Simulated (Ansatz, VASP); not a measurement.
## Cu: VASP beside Ansatz

```
CELL_PARAMETERS angstrom
-1.54695 1.54695 1.33590
1.54695 -1.54695 1.33590
1.54695 1.54695 -1.33590
ATOMIC_POSITIONS crystal
Cu 0.00000 0.00000 0.00000
```

Alike in both runs: task single point; functional PBE; k mesh 22 × 22 × 22; occupations gaussian, width 0.15 eV; no spin polarisation.

|  | VASP | Ansatz |
| --- | --- | --- |
| version | VASP 6.6.1 | Ansatz 0.2.0 |
| potentials or method | VASP PAW PBE potentials, release 64 (Cu), cutoff 520 eV | scalar-relativistic, plane waves, PAW |
| valence electrons in the cell | 11 | 19 |

Ansatz gave:

```
gap on the k mesh at the Fermi level (eV)                     : none
pressure (GPa)                                                : -7.0
traceless stress, the component that is largest in VASP (GPa) : 1.05
```

Which values does VASP return?

gap on the k mesh at the Fermi level (eV): none; pressure (GPa): -6.3; traceless stress, the component that is largest in VASP (GPa): 1.05.

A gap of «none» marks a metal or a gap that the smearing closes. The functional is the same, so the differences come from potentials, cutoffs and numerics. VASP's potentials hold 11 valence electrons a cell and Ansatz's 19, so a difference there can come from the potentials and not from the codes.
